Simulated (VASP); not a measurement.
Wanted: the native input for a VASP 6.6.1 run.

- Task: single point
- Functional: PBE
- Potentials or basis: VASP PAW PBE potentials, release 64 (Sc_sv, Al)
- Cutoff: 520 eV
- k mesh: 6 × 6 × 6
- Occupations: gaussian, width 0.1 eV
- Spin: no spin polarisation
- Dipole correction: no
- Further INCAR settings: ALGO = Fast; EDIFF = 1e-07; NBANDS = 18

The structure of ScAl3 lies in POSCAR:

```
ScAl3
1.0
    4.5203911200      2.6098490300      0.9227209700
   -4.5203911200      2.6098490300      0.9227209700
    0.0000000000     -5.2196980600      0.9227209700
Sc Al
1 3
Direct
    0.5000000000      0.5000000000      0.5000000000
    0.0000000000      0.0000000000      0.5000000000
    0.0000000000      0.5000000000      0.0000000000
    0.5000000000      0.0000000000      0.0000000000
```

These files were run (other wordings do the same):

INCAR

```
PREC = Accurate
ENCUT = 520
EDIFF = 1E-7
ISMEAR = 0
SIGMA = 0.1
LREAL = False
LASPH = True
NELM = 60
ALGO = Fast
ISIF = 2
LWAVE = False
LCHARG = True
GGA = PE
LELF = True
LVHAR = True
NBANDS = 18
```

KPOINTS

```
regular mesh
0
Gamma
  6 6 6
```

Potentials or basis: VASP PAW PBE potentials, release 64 (Sc_sv, Al).

Run with:

```console
$ cat potpaw_PBE.64/Sc_sv/POTCAR potpaw_PBE.64/Al/POTCAR > POTCAR
$ mpirun -np 1 vasp_std > vasp.out
```

Results of the run:

The pressure is 8.5 GPa and the band gap on the k mesh is zero (band 10 reaches 8.12 eV, above the bottom of band 11 at 6.69 eV).

Caveat: the k points lie up to 0.40 Å⁻¹ apart.

Run time: 110 s on 1 thread of AMD EPYC 7R43 64-Core Processor (Zen 3), with other jobs on the host, peak memory 0.21 GiB.
